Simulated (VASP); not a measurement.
The system is GaN.

```
Ga N
1.0
     3.18000    0.00000    0.00000
    -1.59000    2.75396    0.00000
     0.00000    0.00000    5.16600
Ga N
2 2
Direct
  0.33333 0.66667 0.00000
  0.66667 0.33333 0.50000
  0.33333 0.66667 0.37500
  0.66667 0.33333 0.87500
```

- Program: VASP 6.6.1
- Task: relaxation of cell and atoms
- Functional: LDA
- Potentials or basis: VASP PAW LDA potentials, release 64 (Ga_d, N)
- Cutoff: 600 eV
- k mesh: 16 × 16 × 8
- Occupations: fermi-dirac, width 0.1 eV
- Spin: no spin polarisation

At the start: pressure -3.5 GPa; volume 11.31 Å³/atom.

Task: How do energy, volume and symmetry change on relaxing?

Result: Over 10 steps the energy falls by 2.7 meV/atom and the volume is 11.11 Å³/atom (-1.8 %); space group P6_3mc (No. 186, to 0.1 Å) before and after.

Step by step:
| step | energy change (eV) | largest force (eV/Å) | pressure (GPa) | volume (Å³) |
| --- | --- | --- | --- | --- |
| 1 | 0.0000 | 0.1278 | -3.54 | 45.24 |
| 2 | -0.0001 | 0.1155 | 3.79 | 43.63 |
| 3 | -0.0108 | 0.0109 | -0.01 | 44.42 |
| 4 | -0.0108 | 0.0083 | 0.08 | 44.40 |
| 5 | -0.0109 | 0.0002 | -0.15 | 44.44 |
| 6 | -0.0109 | 0.0027 | 0.01 | 44.43 |
| 7 | -0.0109 | 0.0017 | -0.06 | 44.43 |
| 8 | -0.0109 | 0.0028 | -0.01 | 44.43 |
| 9 | -0.0109 | 0.0020 | -0.02 | 44.43 |
| 10 | -0.0109 | 0.0010 | 0.01 | 44.43 |

Final structure:
```xyz
4
Lattice="3.1569 0.0000 0.0000 -1.5785 2.7340 0.0000 0.0000 0.0000 5.1472" Properties=species:S:1:pos:R:3 pbc="T T T"
Ga    0.0000    1.8227    5.1437
Ga    1.5785    0.9113    2.5701
N     0.0000    1.8227    1.9337
N     1.5785    0.9113    4.5073
```
